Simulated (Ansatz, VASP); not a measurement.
**Two plane-wave programs on MnB6**

```
CELL_PARAMETERS angstrom
2.54177 -2.92261 0.00000
2.54177 2.92261 0.00000
0.00000 0.00000 3.61997
ATOMIC_POSITIONS crystal
Mn 0.00000 0.00000 0.00000
B 0.50000 0.00000 0.25384
B 0.00000 0.50000 0.74616
B 0.50000 0.00000 0.74616
B 0.00000 0.50000 0.25384
B 0.80153 0.80153 0.50000
B 0.19847 0.19847 0.50000
```

Alike in both runs: functional PBE; k mesh 8 × 8 × 8; occupations gaussian, width 0.1 eV; no spin polarisation.

Ansatz relaxed the structure, and its values are those at the end. VASP's run is a single point on that final structure, the one shown.

|  | VASP | Ansatz |
| --- | --- | --- |
| version | VASP 6.6.1 | Ansatz 0.2.0 |
| potentials or method | VASP PAW PBE potentials, release 64 (Mn_pv, B), cutoff 520 eV | scalar-relativistic, plane waves, PAW |
| valence electrons in the cell | 31 | 33 |

|  | VASP | Ansatz | Ansatz less VASP |
| --- | --- | --- | --- |
| gap on the k mesh at the Fermi level (eV) | none | none | - |
| pressure (GPa) | 0.0 | 0.0 | 0.00 |

A gap of «none» marks a metal or a gap that the smearing closes. VASP's potentials hold 31 valence electrons a cell and Ansatz's 33, so a difference there can come from the potentials and not from the codes.
